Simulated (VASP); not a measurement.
# YN (Fm-3m) in VASP: single point with HSE06

Aim: the single point of YN with HSE06.

Everything below comes from runs of VASP 6.6.1. Logs are shortened: lines on timing, memory, paths and dates and some standing lists are left out, and cuts for length are marked.

### 1 The cell of the first run

Symmetry: Fm-3m, No. 225, cubic system. The conventional cell has a = 4.896 Å, b = 4.896 Å, c = 4.896 Å, α = 90.00°, β = 90.00°, γ = 90.00°. Y (site symmetry m-3m) has 6 N at 2.45 Å within 3.2 Å. N (site symmetry m-3m) has 6 Y at 2.45 Å within 3.2 Å.

### 2 Single point, HSE06

Contents of POSCAR:

```
YN
1.0
    0.0000000000      2.4480479762      2.4480479762
    2.4480479762      0.0000000000      2.4480479762
    2.4480479762      2.4480479762      0.0000000000
Y N
1 1
Direct
    0.0000000000      0.0000000000      0.0000000000
    0.5000000000      0.5000000000      0.5000000000
```

Contents of INCAR.step1:

```
PREC     = Accurate       # precision mode
ENCUT    = 520            # plane-wave cutoff, eV
EDIFF    = 1E-5           # SCF threshold, eV
ISMEAR   = 0              # smearing method
SIGMA    = 0.01           # smearing width, eV
LREAL    = F              # projectors in reciprocal space
LASPH    = T              # aspherical terms in the spheres
NELM     = 120            # most SCF steps
ALGO     = Normal         # electronic algorithm
ISIF     = 2              # what is computed and relaxed
LWAVE    = T              # write WAVECAR
LCHARG   = F              # write CHGCAR
NBANDS   = 15             # bands
GGA      = PE             # functional
GGA_COMPAT= F
```

Contents of INCAR.step2:

```
PREC     = Accurate       # precision mode
ENCUT    = 520            # plane-wave cutoff, eV
EDIFF    = 1E-6           # SCF threshold, eV
ISMEAR   = 0              # smearing method
SIGMA    = 0.01           # smearing width, eV
LREAL    = F              # projectors in reciprocal space
LASPH    = T              # aspherical terms in the spheres
NELM     = 120            # most SCF steps
ALGO     = Normal         # electronic algorithm
ISIF     = 2              # what is computed and relaxed
LWAVE    = F              # write WAVECAR
LCHARG   = F              # write CHGCAR
GGA      = PE             # functional
LHFCALC  = T              # exact exchange
HFSCREEN = 0.2079         # screening, 1/A
PRECFOCK = Normal       
NBANDS   = 15             # bands
ISTART   = 1            
GGA_COMPAT= F
```

Contents of KPOINTS:

```
regular mesh
0
Gamma
  6 6 6
```

Potentials or basis: VASP PAW PBE potentials, release 64 (Y_sv, N).

Command:

```
cat potpaw_PBE.64/Y_sv/POTCAR potpaw_PBE.64/N/POTCAR > POTCAR
cp INCAR.step1 INCAR
mpirun -np 1 vasp_std > vasp.out
cp INCAR.step2 INCAR
mpirun -np 1 vasp_std > vasp.out
```

OUTCAR:

```text
PREC = Accurate
   ENCUT = 520
   EDIFF = 1E-6
   ISMEAR = 0
   LREAL = F
   LASPH = T
   NELM = 120
   ISIF = 2
   GGA = PE
   LHFCALC = T
   HFSCREEN = 0.2079
   PRECFOCK = Normal
   ISTART = 1

 ion  position               nearest neighbor table
   1  0.000  0.000  0.000-   2 2.45   2 2.45   2 2.45   2 2.45   2 2.45   2 2.45
   2  0.500  0.500  0.500-   1 2.45   1 2.45   1 2.45   1 2.45   1 2.45   1 2.45

  LATTYP: Found a face centered cubic cell.
 ALAT       =     4.8960959524

  Lattice vectors:

 A1 = (   0.0000000000,   2.4480479762,   2.4480479762)
 A2 = (   2.4480479762,   0.0000000000,   2.4480479762)
 A3 = (   2.4480479762,   2.4480479762,   0.0000000000)

Analysis of symmetry for initial positions (statically):
=====================================================================
 Subroutine PRICEL returns:
 Original cell was already a primitive cell.

 Routine SETGRP: Setting up the symmetry group for a
 face centered cubic supercell.

 Subroutine GETGRP returns: Found 48 space group operations
 (whereof 48 operations were pure point group operations)
 out of a pool of 48 trial point group operations.

The static configuration has the point symmetry O_h .

Analysis of symmetry for dynamics (positions and initial velocities):
=====================================================================
 Subroutine PRICEL returns:
 Original cell was already a primitive cell.

 Routine SETGRP: Setting up the symmetry group for a
 face centered cubic supercell.

 Subroutine GETGRP returns: Found 48 space group operations
 (whereof 48 operations were pure point group operations)
 out of a pool of 48 trial point group operations.

The dynamic configuration has the point symmetry O_h .

 Subroutine INISYM returns: Found 48 space group operations
 (whereof 48 operations are pure point group operations),
 and found     1 'primitive' translations

----------------------------------------------------------------------------------------

                                     Primitive cell

  volume of cell :      29.3420

  direct lattice vectors                    reciprocal lattice vectors
     0.000000000  2.448047976  2.448047976    -0.204244363  0.204244363  0.204244363
     2.448047976  0.000000000  2.448047976     0.204244363 -0.204244363  0.204244363
     2.448047976  2.448047976  0.000000000     0.204244363  0.204244363 -0.204244363

  length of vectors
     3.462062649  3.462062649  3.462062649     0.353761614  0.353761614  0.353761614

  position of ions in fractional coordinates (direct lattice)
     0.000000000  0.000000000  0.000000000
     0.500000000  0.500000000  0.500000000

  ion indices of the primitive-cell ions
   primitive index   ion index
                 1           1
                 2           2

----------------------------------------------------------------------------------------

 KPOINTS: regular mesh

Automatic generation of k-mesh.
 Grid dimensions read from file:
 generate k-points for:    6    6    6

 Generating k-lattice:

  Cartesian coordinates                     Fractional coordinates (reciprocal lattice)
    -0.034040727  0.034040727  0.034040727     0.166666667  0.000000000  0.000000000
     0.034040727 -0.034040727  0.034040727     0.000000000  0.166666667  0.000000000
     0.034040727  0.034040727 -0.034040727     0.000000000  0.000000000  0.166666667

  Length of vectors
     0.058960269  0.058960269  0.058960269

  Shift w.r.t. Gamma in fractional coordinates (k-lattice)
     0.000000000  0.000000000  0.000000000

 Subroutine IBZKPT returns following result:
 ===========================================

 Found     16 irreducible k-points:

 Following reciprocal coordinates:
            Coordinates               Weight
  0.000000  0.000000  0.000000      1.000000
  0.166667  0.000000  0.000000      8.000000
  0.333333  0.000000  0.000000      8.000000
  0.500000  0.000000  0.000000      4.000000
  0.166667  0.166667  0.000000      6.000000
  0.333333  0.166667  0.000000     24.000000
[... 8 lines left out ...]
 -0.333333  0.333333  0.166667     24.000000
 -0.333333  0.500000  0.166667     12.000000
   k-points           NKPTS =     16   k-points in BZ     NKDIM =    216   number of bands    NBANDS=     15
   number of dos      NEDOS =    301   number of ions     NIONS =      2
   total plane-waves  NPLWV =  21952
   dimension x,y,z NGX =    28 NGY =   28 NGZ =   28
   dimension x,y,z NGXF=    56 NGYF=   56 NGZF=   56
   ions per type =               1   1
   NGX,Y,Z   is equivalent  to a cutoff of  13.45, 13.45, 13.45 a.u.
   NGXF,Y,Z  is equivalent  to a cutoff of  26.89, 26.89, 26.89 a.u.
 SYSTEM =  unknown system
   PREC   = accura    normal or accurate (medium, high low for compatibility)
   ISTART =      1    job   : 0-new  1-cont  2-samecut
   ICHARG =      0    charge: 1-file 2-atom 10-const
   ISPIN  =      1    spin polarized calculation?
   LNONCOLLINEAR =      F non collinear calculations
   LSORBIT =      F    spin-orbit coupling
   LASPH  =      T    aspherical Exc in radial PAW
   ENCUT  =  520.0 eV  38.22 Ry    6.18 a.u.   6.44  6.44  6.44*2*pi/ulx,y,z
   NELM   =    120;   NELMIN=  2; NELMDL=  0     # of ELM steps
   EDIFF  = 0.1E-05   stopping-criterion for ELM
   LREAL  =      F    real-space projection
   EDIFFG = 0.1E-04   stopping-criterion for IOM
   NSW    =      0    number of steps for IOM
   IBRION =     -1    ionic relax: 0-MD 1-quasi-New 2-CG
   NFREE  =      0    steps in history (QN), initial steepest desc. (CG)
   ISIF   =      2    stress and relaxation
   ISYM   =      3    0-nonsym 1-usesym 2-fastsym
   POTIM  = 0.5000    time-step for ionic-motion
   TEBEG  =    0.0;   TEEND  =   0.0 temperature during run
   PSTRESS=    0.0 pullay stress
   NELECT =      16.0000    total number of electrons
   NUPDOWN=      -1.0000    fix difference up-down
   EMIN   =  10.00;   EMAX   =-10.00  energy-range for DOS
   EFERMI =   0.00;   METHOD = LEGACY
   ISMEAR =     0;   SIGMA  =   0.01  broadening in eV -4-tet -1-fermi 0-gaus
   EFERMI_NEDOS =   21; number of points for ismear=-14 and -15
   IALGO  =     38    algorithm
   IMIX   =      1    mixing-type and parameters
     AMIX     =   0.40;   BMIX     =  1.00
     AMIX_MAG =   1.60;   BMIX_MAG =  1.00
  volume/ion in A,a.u.               =      14.67        99.00
  Fermi-wavevector in a.u.,A,eV,Ry     =   1.337473  2.527457 24.338551  1.788833
  Thomas-Fermi vector in A             =   2.466019
   LORBIT       =      0    0 simple, 1 ext, 2 COOP (PROOUT), +10 PAW based schemes
   GGA     = PE    functional components
   LHFCALC =     T    Hartree Fock is set to
   PRECFOCK=normal    Normal, Fast or Accurate (Low or Medium for compatibility)
   ENCUT4O =  -1.0   cutoff for four orbital integrals eV
   NKREDX  =     1    reduce k-point grid by
   NKREDY  =     1    reduce k-point grid by
   NKREDZ  =     1    reduce k-point grid by
   AEXX    =    0.2500 exact exchange contribution
   HFSCREEN=    0.2079 screening length (either q_TF or 0.3 A-1)
   HFSCREENC=   0.2079 screening length for correlation (either q_TF or 0.3 A-1)
   ENCUTFOCK=  -1.0 apply spherical cutoff to Coloumb kernel
   IVDW    =     0    specifies the selected vdW correction
   LEPSILON=     F    determine dielectric tensor
   LRPA    =     F    only Hartree local field effects (RPA)
 non-spin polarized calculation
 Gauss-broadening in eV      SIGMA  =   0.01
  energy-cutoff  :      520.00
  volume of cell :       29.34
 maximum number of plane-waves:       805
 NGX is ok and might be reduce to    28
  NGX = 20; NGY = 20; NGZ = 20

 number of electron      16.0000002 magnetization

 Free energy of the ion-electron system (eV)
  ---------------------------------------------------
  ext. energy  EPLUGINS =         0.00000000
  ---------------------------------------------------
  free energy    TOTEN  =       -21.28057303 eV

  energy without entropy =      -21.28057303  energy(sigma->0) =      -21.28057303

 E-fermi :   3.7056     XC(G=0):  -9.2378

 val. band max:        3.5195303339   @ k =   0.0000   0.0000   0.0000
 cond. band min:       4.6137505334   @ k =   0.5000   0.5000   0.0000
 fundamental gap:      1.0942201995
 Fermi energy:         3.7056201994

 k-point     1 :       0.0000    0.0000    0.0000
  band No.  band energies     occupation
      1     -40.0753      2.00000
      2     -18.3575      2.00000
      3     -18.3575      2.00000
      4     -18.3575      2.00000
      5     -10.8740      2.00000
      6       3.5195      2.00000
      7       3.5195      2.00000
      8       3.5195      2.00000
      9       7.8217      0.00000
     10       7.8217      0.00000
     11       7.8217      0.00000
     12       8.7470      0.00000
     13       9.8119      0.00000
     14       9.8119      0.00000
     15      15.5444      0.00000

 k-point     2 :       0.1667    0.0000    0.0000
  band No.  band energies     occupation
      1     -40.0441      2.00000
      2     -18.7079      2.00000
      3     -18.3777      2.00000
      4     -18.3777      2.00000
      5     -10.3679      2.00000
      6       2.0067      2.00000
      7       2.6842      2.00000
      8       2.6842      2.00000
      9       7.9852      0.00000
     10       8.5081      0.00000
     11       8.5081      0.00000
     12      10.2179      0.00000
     13      11.1663      0.00000
     14      11.1663      0.00000
     15      17.2701      0.00000

 k-point     3 :       0.3333    0.0000    0.0000
  band No.  band energies     occupation
      1     -39.9810      2.00000
      2     -19.3192      2.00000
      3     -18.4177      2.00000
      4     -18.4177      2.00000
      5      -9.3923      2.00000
      6      -0.0846      2.00000
      7       1.5258      2.00000
      8       1.5258      2.00000
      9       8.9435      0.00000
     10      10.1565      0.00000
     11      10.1565      0.00000
     12      12.0392      0.00000
     13      13.7379      0.00000
     14      13.7379      0.00000
     15      18.9481      0.00000
[... 199 lines left out ...]
 k-point    15 :      -0.3333    0.3333    0.1667
  band No.  band energies     occupation
      1     -39.9190      2.00000
      2     -19.2323      2.00000
      3     -18.8564      2.00000
      4     -18.6237      2.00000
      5      -9.6007      2.00000
      6       0.5180      2.00000
      7       1.6316      2.00000
      8       1.6701      2.00000
      9       8.9168      0.00000
     10       9.1529      0.00000
     11      12.3227      0.00000
     12      12.6581      0.00000
     13      14.2365      0.00000
     14      16.9469      0.00000
     15      17.5413      0.00000

 k-point    16 :      -0.3333    0.5000    0.1667
  band No.  band energies     occupation
      1     -39.9092      2.00000
      2     -19.1278      2.00000
      3     -18.8468      2.00000
      4     -18.7819      2.00000
      5      -9.9644      2.00000
      6       1.5742      2.00000
      7       1.6982      2.00000
      8       2.0711      2.00000
      9       6.9354      0.00000
     10      10.5404      0.00000
     11      12.1294      0.00000
     12      12.9501      0.00000
     13      13.4969      0.00000
     14      16.7870      0.00000
     15      17.1397      0.00000

------------------------ aborting loop because EDIFF is reached ----------------------------------------

  FORCE on cell =-STRESS in cart. coord.  units (eV):
  Direction    XX          YY          ZZ          XY          YZ          ZX
  --------------------------------------------------------------------------------------
  -------------------------------------------------------------------------------------
  Total       -0.3257459     -0.3257459     -0.3257459      0.0000000      0.0000000      0.0000000
  in kB      -17.7868780    -17.7868780    -17.7868780      0.0000000      0.0000000      0.0000000
  external PRESSURE =     -17.7868780 kB  Pullay stress =       0.0000000 kB

 VOLUME and BASIS-vectors are now :
 -----------------------------------------------------------------------------
  energy-cutoff  :      520.00
  volume of cell :       29.34
      direct lattice vectors                 reciprocal lattice vectors
     0.000000000  2.448047976  2.448047976    -0.204244363  0.204244363  0.204244363
     2.448047976  0.000000000  2.448047976     0.204244363 -0.204244363  0.204244363
     2.448047976  2.448047976  0.000000000     0.204244363  0.204244363 -0.204244363

 POSITION                                       TOTAL-FORCE (eV/Angst)
 -----------------------------------------------------------------------------------
      0.00000      0.00000      0.00000         0.000000     -0.000000      0.000000
      2.44805      2.44805      2.44805        -0.000000      0.000000      0.000000
 -----------------------------------------------------------------------------------
    total drift:                               -0.000000     -0.000000     -0.000000

  FREE ENERGIE OF THE ION-ELECTRON SYSTEM (eV)
  ---------------------------------------------------
  free  energy   TOTEN  =       -21.2805730315 eV

  energy  without entropy=      -21.2805730315  energy(sigma->0) =      -21.28057303
```

Run time: 31 min. Hardware: 1 thread of AMD EPYC 7R43 (Zen 3), shared host; peak memory 0.25 GiB.

Results:

| Item | Value |
| --- | --- |
| Free energy | -21.2806 eV |
| Pressure | -1.8 GPa |
| Band gap on the k mesh | 1.09 eV (least direct gap 1.56 eV) |

Caveat: the PAW data sets were made with another functional, which shifts forces and pressure a little. A k mesh can miss the band edges.
